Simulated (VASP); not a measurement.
# Mg3CdSe4 (Pm-3m) in VASP: a series of runs

Mg3CdSe4 is run at these levels: PBE; tasks: single point, relaxation of cell and atoms.

Program: VASP 6.6.1. These are calculated values, not measurements. Logs are shortened: lines on timing, memory, paths and dates and some standing lists are left out, and cuts for length are marked.

### Step 1. The cell of the first run

It takes space group Pm-3m (No. 221, cubic). The conventional cell has a = 5.581 Å, b = 5.581 Å, c = 5.581 Å, α = 90.00°, β = 90.00°, γ = 90.00°. Within 3.7 Å of Mg (site symmetry 4/mmm) lie 6 Se at 2.79 Å. Within 3.7 Å of Cd (site symmetry m-3m) lie 6 Se at 2.79 Å. Se (site symmetry 4/mmm) has 4 Mg at 2.79 Å and 2 Cd at 2.79 Å within 3.7 Å. Within 3.7 Å of Se (site symmetry m-3m) lie 6 Mg at 2.79 Å.

### Step 2. Single point, PBE

Input file INCAR:

```
  ALGO = Normal
  EDIFF = 1E-7
  ENCUT = 520
  GGA = PE
  ISIF = 2
  ISMEAR = 0
  LASPH = True
  LCHARG = True
  LELF = True
  LREAL = False
  LVHAR = True
  LWAVE = False
  NBANDS = 31
  NELM = 100
  PREC = Accurate
  SIGMA = 0.1
```

Input file KPOINTS:

```
k-points
0
Gamma
  4 4 4
```

Input file POSCAR:

```
Mg3CdSe4
1.0
    5.5805012000      0.0000000000      0.0000000000
    0.0000000000      5.5805012000      0.0000000000
    0.0000000000      0.0000000000      5.5805012000
Mg Cd Se
3 1 4
Direct
    0.5000000000      0.0000000000      0.0000000000
    0.0000000000      0.0000000000      0.5000000000
    0.0000000000      0.5000000000      0.0000000000
    0.5000000000      0.5000000000      0.5000000000
    0.0000000000      0.5000000000      0.5000000000
    0.5000000000      0.5000000000      0.0000000000
    0.0000000000      0.0000000000      0.0000000000
    0.5000000000      0.0000000000      0.5000000000
```

Potentials or basis: VASP PAW PBE potentials, release 64 (Mg, Cd, Se).

Command:

```console
$ cat potpaw_PBE.64/Mg/POTCAR potpaw_PBE.64/Cd/POTCAR potpaw_PBE.64/Se/POTCAR > POTCAR
$ mpirun -np 1 vasp_std > vasp.out
```

OUTCAR:

```text
EDIFF = 1E-7
   ENCUT = 520
   GGA = PE
   ISIF = 2
   ISMEAR = 0
   LASPH = True
   LREAL = False
   NELM = 100
   PREC = Accurate

 ion  position               nearest neighbor table
   1  0.500  0.000  0.000-   6 2.79   7 2.79   8 2.79   8 2.79   6 2.79   7 2.79
   2  0.000  0.000  0.500-   5 2.79   7 2.79   8 2.79   7 2.79   5 2.79   8 2.79
   3  0.000  0.500  0.000-   5 2.79   6 2.79   7 2.79   5 2.79   7 2.79   6 2.79
   4  0.500  0.500  0.500-   5 2.79   6 2.79   8 2.79   6 2.79   8 2.79   5 2.79
   5  0.000  0.500  0.500-   2 2.79   3 2.79   4 2.79   3 2.79   2 2.79   4 2.79
   6  0.500  0.500  0.000-   1 2.79   3 2.79   4 2.79   4 2.79   1 2.79   3 2.79
   7  0.000  0.000  0.000-   1 2.79   2 2.79   3 2.79   2 2.79   3 2.79   1 2.79
   8  0.500  0.000  0.500-   1 2.79   2 2.79   4 2.79   1 2.79   4 2.79   2 2.79

  LATTYP: Found a simple cubic cell.
 ALAT       =     5.5805012000

  Lattice vectors:

 A1 = (   5.5805012000,   0.0000000000,   0.0000000000)
 A2 = (   0.0000000000,   5.5805012000,   0.0000000000)
 A3 = (   0.0000000000,   0.0000000000,   5.5805012000)

Analysis of symmetry for initial positions (statically):
=====================================================================
 Subroutine PRICEL returns:
 Original cell was already a primitive cell.

 Routine SETGRP: Setting up the symmetry group for a
 simple cubic supercell.

 Subroutine GETGRP returns: Found 48 space group operations
 (whereof 48 operations were pure point group operations)
 out of a pool of 48 trial point group operations.

The static configuration has the point symmetry O_h .

Analysis of symmetry for dynamics (positions and initial velocities):
=====================================================================
 Subroutine PRICEL returns:
 Original cell was already a primitive cell.

 Routine SETGRP: Setting up the symmetry group for a
 simple cubic supercell.

 Subroutine GETGRP returns: Found 48 space group operations
 (whereof 48 operations were pure point group operations)
 out of a pool of 48 trial point group operations.

The dynamic configuration has the point symmetry O_h .

 Subroutine INISYM returns: Found 48 space group operations
 (whereof 48 operations are pure point group operations),
 and found     1 'primitive' translations

----------------------------------------------------------------------------------------

                                     Primitive cell

  volume of cell :     173.7879

  direct lattice vectors                    reciprocal lattice vectors
     5.580501200  0.000000000  0.000000000     0.179195374  0.000000000  0.000000000
     0.000000000  5.580501200  0.000000000     0.000000000  0.179195374  0.000000000
     0.000000000  0.000000000  5.580501200     0.000000000  0.000000000  0.179195374

  length of vectors
     5.580501200  5.580501200  5.580501200     0.179195374  0.179195374  0.179195374

  position of ions in fractional coordinates (direct lattice)
     0.500000000  0.000000000  0.000000000
     0.000000000  0.000000000  0.500000000
     0.000000000  0.500000000  0.000000000
     0.500000000  0.500000000  0.500000000
     0.000000000  0.500000000  0.500000000
     0.500000000  0.500000000  0.000000000
     0.000000000  0.000000000  0.000000000
     0.500000000  0.000000000  0.500000000

  ion indices of the primitive-cell ions
   primitive index   ion index
                 1           1
                 2           2
                 3           3
                 4           4
                 5           5
                 6           6
                 7           7
                 8           8

----------------------------------------------------------------------------------------

 KPOINTS: k-points

Automatic generation of k-mesh.
 Grid dimensions read from file:
 generate k-points for:    4    4    4

 Generating k-lattice:

  Cartesian coordinates                     Fractional coordinates (reciprocal lattice)
     0.044798844  0.000000000  0.000000000     0.250000000  0.000000000  0.000000000
     0.000000000  0.044798844  0.000000000     0.000000000  0.250000000  0.000000000
     0.000000000  0.000000000  0.044798844     0.000000000  0.000000000  0.250000000

  Length of vectors
     0.044798844  0.044798844  0.044798844

  Shift w.r.t. Gamma in fractional coordinates (k-lattice)
     0.000000000  0.000000000  0.000000000

 Subroutine IBZKPT returns following result:
 ===========================================

 Found     10 irreducible k-points:

 Following reciprocal coordinates:
            Coordinates               Weight
  0.000000  0.000000  0.000000      1.000000
  0.250000  0.000000  0.000000      6.000000
  0.500000  0.000000  0.000000      3.000000
  0.250000  0.250000  0.000000     12.000000
  0.500000  0.250000  0.000000     12.000000
  0.500000  0.500000  0.000000      3.000000
  0.250000  0.250000  0.250000      8.000000
  0.500000  0.250000  0.250000     12.000000
  0.500000  0.500000  0.250000      6.000000
  0.500000  0.500000  0.500000      1.000000
   k-points           NKPTS =     10   k-points in BZ     NKDIM =     10   number of bands    NBANDS=     31
   number of dos      NEDOS =    301   number of ions     NIONS =      8
   total plane-waves  NPLWV =  74088
   dimension x,y,z NGX =    42 NGY =   42 NGZ =   42
   dimension x,y,z NGXF=    84 NGYF=   84 NGZF=   84
   ions per type =               3   1   4
   NGX,Y,Z   is equivalent  to a cutoff of  12.51, 12.51, 12.51 a.u.
   NGXF,Y,Z  is equivalent  to a cutoff of  25.02, 25.02, 25.02 a.u.
 SYSTEM =  unknown system
   PREC   = accura    normal or accurate (medium, high low for compatibility)
   ISTART =      0    job   : 0-new  1-cont  2-samecut
   ICHARG =      2    charge: 1-file 2-atom 10-const
   ISPIN  =      1    spin polarized calculation?
   LNONCOLLINEAR =      F non collinear calculations
   LSORBIT =      F    spin-orbit coupling
   LASPH  =      T    aspherical Exc in radial PAW
   ENCUT  =  520.0 eV  38.22 Ry    6.18 a.u.  10.38 10.38 10.38*2*pi/ulx,y,z
   NELM   =    100;   NELMIN=  2; NELMDL= -5     # of ELM steps
   EDIFF  = 0.1E-06   stopping-criterion for ELM
   LREAL  =      F    real-space projection
   EDIFFG = 0.1E-05   stopping-criterion for IOM
   NSW    =      0    number of steps for IOM
   IBRION =     -1    ionic relax: 0-MD 1-quasi-New 2-CG
   NFREE  =      0    steps in history (QN), initial steepest desc. (CG)
   ISIF   =      2    stress and relaxation
   ISYM   =      2    0-nonsym 1-usesym 2-fastsym
   POTIM  = 0.5000    time-step for ionic-motion
   TEBEG  =    0.0;   TEEND  =   0.0 temperature during run
   PSTRESS=    0.0 pullay stress
   NELECT =      42.0000    total number of electrons
   NUPDOWN=      -1.0000    fix difference up-down
   EMIN   =  10.00;   EMAX   =-10.00  energy-range for DOS
   EFERMI =   0.00;   METHOD = LEGACY
   ISMEAR =     0;   SIGMA  =   0.10  broadening in eV -4-tet -1-fermi 0-gaus
   EFERMI_NEDOS =   21; number of points for ismear=-14 and -15
   IALGO  =     38    algorithm
   IMIX   =      4    mixing-type and parameters
     AMIX     =   0.40;   BMIX     =  1.00
     AMIX_MAG =   1.60;   BMIX_MAG =  1.00
  volume/ion in A,a.u.               =      21.72       146.60
  Fermi-wavevector in a.u.,A,eV,Ry     =   1.019729  1.927008 14.147977  1.039847
  Thomas-Fermi vector in A             =   2.153259
   LORBIT       =      0    0 simple, 1 ext, 2 COOP (PROOUT), +10 PAW based schemes
   GGA     = PE    functional components
   LHFCALC =     F    Hartree Fock is set to
   AEXX    =    0.0000 exact exchange contribution
   IVDW    =     0    specifies the selected vdW correction
   LEPSILON=     F    determine dielectric tensor
   LRPA    =     F    only Hartree local field effects (RPA)
 non-spin polarized calculation
 Gauss-broadening in eV      SIGMA  =   0.10
  energy-cutoff  :      520.00
  volume of cell :      173.79
 maximum number of plane-waves:      4713
 NGX is ok and might be reduce to    42
   NGX = 21   NGY = 21   NGZ = 21

 number of electron      41.9999994 magnetization

 Free energy of the ion-electron system (eV)
  ---------------------------------------------------
  ext. energy  EPLUGINS =         0.00000000
  ---------------------------------------------------
  free energy    TOTEN  =       -27.54041909 eV

  energy without entropy =      -27.53655702  energy(sigma->0) =      -27.53848805

 E-fermi :   3.1556     XC(G=0):  -9.5131

 val. band max:        3.0867494988   @ k =   0.5000   0.5000   0.5000
 cond. band min:       4.2138153325   @ k =   0.2500   0.0000   0.0000
 fundamental gap:      1.1270658338
 Fermi energy:         3.1555864385

 k-point     1 :       0.0000    0.0000    0.0000
  band No.  band energies     occupation
      1     -10.0386      2.00000
      2      -8.9622      2.00000
      3      -8.9622      2.00000
      4      -8.7506      2.00000
      5      -4.8430      2.00000
      6      -4.8430      2.00000
[... 23 lines left out ...]
     30      10.5111      0.00000
     31      10.5111      0.00000

 k-point     2 :       0.2500    0.0000    0.0000
  band No.  band energies     occupation
      1      -9.8803      2.00000
      2      -9.0752      2.00000
      3      -8.9497      2.00000
      4      -8.7585      2.00000
      5      -4.8584      2.00000
      6      -4.8584      2.00000
[... 23 lines left out ...]
     30      10.1031      0.00000
     31      10.9148      0.00000

 k-point     3 :       0.5000    0.0000    0.0000
  band No.  band energies     occupation
      1      -9.5377      2.00000
      2      -9.4182      2.00000
      3      -8.9370      2.00000
      4      -8.7171      2.00000
      5      -5.0763      2.00000
      6      -4.8735      2.00000
[... 227 lines left out ...]
     30       8.9240      0.00000
     31       8.9249      0.00000

 k-point    10 :       0.5000    0.5000    0.5000
  band No.  band energies     occupation
      1      -9.0470      2.00000
      2      -9.0470      2.00000
      3      -9.0470      2.00000
      4      -8.9889      2.00000
      5      -5.1759      2.00000
      6      -5.1759      2.00000
[... 23 lines left out ...]
     30       8.6134      0.00000
     31       8.6134      0.00000

------------------------ aborting loop because EDIFF is reached ----------------------------------------

  FORCE on cell =-STRESS in cart. coord.  units (eV):
  Direction    XX          YY          ZZ          XY          YZ          ZX
  --------------------------------------------------------------------------------------
  -------------------------------------------------------------------------------------
  Total       -0.0111115     -0.0111115     -0.0111115      0.0000000      0.0000000      0.0000000
  in kB       -0.1024385     -0.1024385     -0.1024385      0.0000000      0.0000000      0.0000000
  external PRESSURE =      -0.1024385 kB  Pullay stress =       0.0000000 kB

 VOLUME and BASIS-vectors are now :
 -----------------------------------------------------------------------------
  energy-cutoff  :      520.00
  volume of cell :      173.79
      direct lattice vectors                 reciprocal lattice vectors
     5.580501200  0.000000000  0.000000000     0.179195374  0.000000000  0.000000000
     0.000000000  5.580501200  0.000000000     0.000000000  0.179195374  0.000000000
     0.000000000  0.000000000  5.580501200     0.000000000  0.000000000  0.179195374

 POSITION                                       TOTAL-FORCE (eV/Angst)
 -----------------------------------------------------------------------------------
      2.79025      0.00000      0.00000         0.000000      0.000000      0.000000
      0.00000      0.00000      2.79025         0.000000      0.000000      0.000000
      0.00000      2.79025      0.00000         0.000000      0.000000      0.000000
      2.79025      2.79025      2.79025         0.000000      0.000000      0.000000
      0.00000      2.79025      2.79025         0.000000      0.000000      0.000000
      2.79025      2.79025      0.00000         0.000000      0.000000      0.000000
      0.00000      0.00000      0.00000         0.000000      0.000000      0.000000
      2.79025      0.00000      2.79025         0.000000      0.000000      0.000000
 -----------------------------------------------------------------------------------
    total drift:                                0.000000     -0.000000     -0.000000

  FREE ENERGIE OF THE ION-ELECTRON SYSTEM (eV)
  ---------------------------------------------------
  free  energy   TOTEN  =       -27.5404190857 eV

  energy  without entropy=      -27.5365570217  energy(sigma->0) =      -27.53848805
```

It took 32 s on 1 thread of Intel Xeon 6975P-C (Granite Rapids), shared host; peak memory 0.27 GiB.

Results:

```
Free energy            : -27.5404 eV
Pressure               : 0.0 GPa
Band gap on the k mesh : zero (bands 21 and 22 overlap by 0.20 eV)
```

Levels at points of the mesh, in eV from the Fermi level:
| k point | band 17 | band 18 | band 19 | band 20 | band 21 | band 22 | band 23 | band 24 | band 25 | band 26 |
| --- | --- | --- | --- | --- | --- | --- | --- | --- | --- | --- |
| (0.00, 0.00, 0.00) | -2.18 | -2.18 | -0.58 | -0.58 | -0.58 | -0.27 | 1.15 | 1.15 | 1.54 | 3.98 |
| (0.50, 0.00, 0.00) | -2.90 | -1.55 | -1.55 | -1.41 | -1.41 | 2.87 | 3.25 | 3.60 | 3.72 | 4.72 |
| (0.50, 0.50, 0.00) | -2.58 | -1.10 | -1.10 | -1.10 | -0.12 | 3.87 | 4.09 | 4.09 | 4.21 | 5.47 |
| (0.50, 0.50, 0.50) | -0.97 | -0.97 | -0.97 | -0.07 | -0.07 | 3.13 | 3.13 | 3.13 | 3.21 | 5.35 |

Caveat: semilocal functionals underestimate gaps, so a narrow gap can read as zero.

### Step 3. Single point, PBE

Input file INCAR:

```
SYSTEM = Mg3CdSe4
  PREC = Accurate
  ENCUT = 520
  EDIFF = 1E-6
  ISMEAR = 0
  SIGMA = 0.1
  LREAL = .FALSE.
  LASPH = .TRUE.
  NELM = 100
  ALGO = Normal
  ISIF = 2
  LWAVE = .FALSE.
  LCHARG = .TRUE.
  GGA = PE
  LELF = .TRUE.
  LVHAR = .TRUE.
  NBANDS = 31
```

Input file KPOINTS:

```
Automatic mesh
0
G
  8 8 8
  0 0 0
```

POSCAR is that of step 2.

Potentials or basis: VASP PAW PBE potentials, release 64 (Mg, Cd, Se).

Command:

```console
$ cat potpaw_PBE.64/Mg/POTCAR potpaw_PBE.64/Cd/POTCAR potpaw_PBE.64/Se/POTCAR > POTCAR
$ mpirun -np 1 vasp_std > vasp.out
```

Run time: 98 s. Hardware: 1 thread of Intel Xeon 6975P-C (Granite Rapids), shared host; peak memory 0.37 GiB.

It converged, with:

| Property | Result |
| --- | --- |
| Free energy | -27.5378 eV |
| Pressure | 0.0 GPa |
| Band gap on the k mesh | zero (bands 21 and 22 overlap by 0.21 eV) |

Levels at points of the mesh, in eV from the Fermi level:
```csv
k point,band 17,band 18,band 19,band 20,band 21,band 22,band 23,band 24,band 25,band 26
"(0.00, 0.00, 0.00)",-2.20,-2.20,-0.60,-0.60,-0.60,-0.31,1.13,1.13,1.51,3.95
"(0.50, 0.00, 0.00)",-2.93,-1.58,-1.58,-1.44,-1.44,2.84,3.23,3.58,3.70,4.69
"(0.50, 0.50, 0.00)",-2.61,-1.13,-1.13,-1.13,-0.15,3.84,4.06,4.06,4.19,5.44
"(0.50, 0.50, 0.50)",-0.99,-0.99,-0.99,-0.10,-0.10,3.10,3.10,3.10,3.18,5.32
```

Caveat: semilocal functionals underestimate gaps, so a narrow gap can read as zero.

### Step 4. Relaxation of cell and atoms, PBE

Input file INCAR:

```
SYSTEM = Mg3CdSe4
PREC = Accurate ; ENCUT = 600
EDIFF = 1E-6 ; ISMEAR = 0
SIGMA = 0.1 ; LREAL = .FALSE.
LASPH = .TRUE. ; NELM = 60
ALGO = Normal ; ISIF = 3
LWAVE = .FALSE. ; LCHARG = .FALSE.
GGA = PE ; IBRION = 2
NSW = 100 ; EDIFFG = -0.01
```

KPOINTS is that of step 3.

POSCAR is that of step 3.

Command:

```console
$ cat potpaw_PBE.64/Mg/POTCAR potpaw_PBE.64/Cd/POTCAR potpaw_PBE.64/Se/POTCAR > POTCAR
$ mpirun -np 1 vasp_std > vasp.out
```

Wall time 85 s (1 thread of Intel Xeon 6975P-C (Granite Rapids), shared host); peak memory 0.46 GiB.

Results (log left out):

- Free energy: -27.5378 eV
- Pressure after relaxing: 0.0 GPa
- Band gap on the k mesh: zero (bands 21 and 22 overlap by 0.21 eV)

Final structure:
```
Mg Cd Se
1.0
     5.58050    0.00000    0.00000
     0.00000    5.58050    0.00000
     0.00000    0.00000    5.58050
Mg Cd Se
3 1 4
Direct
  0.50000 0.00000 0.00000
  0.00000 0.00000 0.50000
  0.00000 0.50000 0.00000
  0.50000 0.50000 0.50000
  0.00000 0.50000 0.50000
  0.50000 0.50000 0.00000
  0.00000 0.00000 0.00000
  0.50000 0.00000 0.50000
```

Levels at points of the mesh, in eV from the Fermi level:
| k point | band 18 | band 19 | band 20 | band 21 | band 22 | band 23 | band 24 | band 25 |
| --- | --- | --- | --- | --- | --- | --- | --- | --- |
| (0.00, 0.00, 0.00) | -2.20 | -0.60 | -0.60 | -0.60 | -0.31 | 1.13 | 1.13 | 1.51 |
| (0.50, 0.00, 0.00) | -1.58 | -1.58 | -1.44 | -1.44 | 2.84 | 3.23 | 3.58 | 3.70 |
| (0.50, 0.50, 0.00) | -1.13 | -1.13 | -1.13 | -0.15 | 3.84 | 4.06 | 4.06 | 4.19 |
| (0.50, 0.50, 0.50) | -0.99 | -0.99 | -0.10 | -0.10 | 3.11 | 3.11 | 3.11 | 3.18 |

Caveat: the relaxation stopped at its first step, so nothing moved; semilocal functionals underestimate gaps, so a narrow gap can read as zero.

### Step 5. The runs side by side

| task | cell | k mesh | cutoff (eV) | gap on the mesh (eV) | pressure (GPa) |
| --- | --- | --- | --- | --- | --- |
| single point | as given | 4 × 4 × 4 | 520 | none | 0.0 |
| single point | as given | 8 × 8 × 8 | 520 | none | 0.0 |
| relaxation of cell and atoms | relaxed | 8 × 8 × 8 | 600 | none | 0.0 |

Alike in all rows: level PBE; potentials or basis VASP PAW PBE potentials, release 64 (Mg, Cd, Se); no spin polarisation; smearing gaussian 0.1 eV.

Caveats: semilocal functionals underestimate gaps, so a narrow gap can read as zero; the relaxation stopped at its first step, so nothing moved (at least some runs).

Absolute energies hang on the potentials; compare differences alone.
